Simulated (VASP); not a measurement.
Set up this calculation in VASP 6.6.1, as the native input.

* Task: single point
* Functional: PBE
* Potentials or basis: VASP PAW PBE potentials, release 64 (Ga_d, N)
* Cutoff: 520 eV
* k mesh: 15 × 15 × 15
* Occupations: fermi-dirac, width 0.1 eV
* Spin: no spin polarisation
* Dipole correction: no
* Further INCAR settings: ALGO = Normal; EDIFF = 1e-06; NBANDS = 16

The structure of GaN (rocksalt type) lies in POSCAR:

```
GaN
1.0
    0.0000000000      2.0452898782      2.0452898782
    2.0452898782      0.0000000000      2.0452898782
    2.0452898782      2.0452898782      0.0000000000
Ga N
1 1
Direct
    0.0000000000      0.0000000000      0.0000000000
    0.5000000000      0.5000000000      0.5000000000
```

This cell differs from its parent crystal: volume scaled by 0.88.

One way to write it, as run:

INCAR

```
ALGO     = Normal         # electronic algorithm
EDIFF    = 1E-6           # SCF threshold, eV
ENCUT    = 520            # plane-wave cutoff, eV
GGA      = PE             # functional
ISIF     = 2              # what is computed and relaxed
ISMEAR   = -1             # smearing method
LASPH    = T              # aspherical terms in the spheres
LCHARG   = F              # write CHGCAR
LREAL    = F              # projectors in reciprocal space
LWAVE    = F              # write WAVECAR
NBANDS   = 16             # bands
NELM     = 80             # most SCF steps
PREC     = Accurate       # precision mode
SIGMA    = 0.1            # smearing width, eV
```

KPOINTS

```
k-points
0
Gamma
  15 15 15
```

Potentials or basis: VASP PAW PBE potentials, release 64 (Ga_d, N).

Run with:

```bash
$ cat potpaw_PBE.64/Ga_d/POTCAR potpaw_PBE.64/N/POTCAR > POTCAR
$ mpirun -np 1 vasp_std > vasp.out
```

It gave:

```json
{
  "Pressure": "36.9 GPa",
  "Band gap on the k mesh": "1.33 eV, indirect (least direct gap 4.06 eV)"
}
```

Run time: 19 s on 1 thread of Intel Xeon 6975P-C, on a shared host, peak memory 0.16 GiB.
